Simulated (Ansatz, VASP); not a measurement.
**Ta2C in VASP and in Ansatz**

```
Ta C
1.0
     3.04796    0.00000    0.00000
    -1.52398    2.63961    0.00000
     0.00000    0.00000    4.84345
Ta C
2 1
Direct
  0.33333 0.66667 0.25653
  0.66667 0.33333 0.74347
  0.00000 0.00000 0.00000
```

Change from the starting cell: equal strain along all axes, cell held, atoms relaxed: -2.0 %.

Alike in both runs: functional r2SCAN; k mesh 18 × 18 × 10; occupations gaussian, width 0.1 eV; no spin polarisation.

Ansatz relaxed the structure, and its values are those at the end. VASP's run is a single point on that final structure, the one shown.

```csv
,VASP,Ansatz
version,VASP 6.6.1,Ansatz 0.2.0
potentials or method,"VASP PAW PBE potentials, release 64 (Ta_pv, C), cutoff 520 eV","scalar-relativistic, plane waves, PAW"
valence electrons in the cell,26,30
```

|  | VASP | Ansatz | Ansatz less VASP |
| --- | --- | --- | --- |
| gap on the k mesh at the Fermi level (eV) | none | none | - |
| pressure (GPa) | 19.8 | 18.7 | -1.10 |
| rms of the force components (eV/Å) | 0.028 | 0.002 | -0.0260 |

VASP's potentials were made for PBE, not for r2SCAN. A gap of «none» marks a metal or a gap that the smearing closes. VASP's potentials hold 26 valence electrons a cell and Ansatz's 30, so a difference there can come from the potentials and not from the codes. Ansatz's warnings: stress scf threshold loose.

Spin-orbit coupling is off throughout.
